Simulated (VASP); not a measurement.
Wanted: the native input for a VASP 6.6.1 run.

| Quantity | Value |
| --- | --- |
| Task | relaxation of cell and atoms |
| Functional | PBE |
| Potentials or basis | VASP PAW PBE potentials, release 64 (Mo_sv, W_sv) |
| Cutoff | 500 eV |
| k mesh | 14 × 14 × 8 |
| Occupations | gaussian, width 0.1 eV |
| Spin | no spin polarisation |
| Dipole correction | no |
| Further INCAR settings | ALGO = Normal; EDIFF = 1e-07; IBRION = 2; EDIFFG = -0.01; NSW = 100; ISIF = 3 |

The structure of MoW3 lies in POSCAR:

```
MoW3
1.0
    3.1682598132      0.0000000000      0.0000000000
    0.0000000000      3.1682598132      0.0000000000
    0.0000000000      0.0000000000      6.3952928214
Mo W
1 3
Direct
    0.0000000000      0.0000000000      0.5000000000
    0.0000000000      0.0000000000      0.0000000000
    0.5000000000      0.5000000000      0.2505625556
    0.5000000000      0.5000000000      0.7494374444
```

One way to write it, as run:

INCAR

```
SYSTEM = MoW3
  PREC = Accurate
  ENCUT = 500
  EDIFF = 1E-7
  ISMEAR = 0
  SIGMA = 0.1
  LREAL = .False.
  LASPH = .True.
  NELM = 120
  ALGO = Normal
  ISIF = 3
  LWAVE = .False.
  LCHARG = .False.
  GGA = PE
  IBRION = 2
  NSW = 100
  EDIFFG = -0.01
  GGA_COMPAT = .False.
  NELMIN = 4
```

KPOINTS

```
Automatic mesh
0
Gamma
  14 14 8
  0 0 0
```

Potentials or basis: VASP PAW PBE potentials, release 64 (Mo_sv, W_sv).

Command:

```bash
$ cat potpaw_PBE.64/Mo_sv/POTCAR potpaw_PBE.64/W_sv/POTCAR > POTCAR
$ mpirun -np 1 vasp_std > vasp.out
```

Results of the run:

```
Relaxed volume                        : 16.07 Å³/atom
Relaxed cell                          : a = 3.179 Å, b = 3.179 Å, c = 6.362 Å, α = 90.00°, β = 90.00°, γ = 90.00°
Space group after relaxing (to 0.1 Å) : P4/mmm (No. 123)
Energy gained by relaxing             : 0.8 meV/atom
Ionic steps                           : 5
Pressure after relaxing               : 0.0 GPa
Largest force after relaxing          : 0.009 eV/Å
Band gap on the k mesh                : zero (bands 28 and 29 overlap by 1.36 eV)
```

Caveat: spin-orbit coupling is left out, which moves the levels of the heavy elements.

Wall time 20 min on 1 thread of Intel Xeon 8259CL (shared host), peak memory 0.42 GiB.
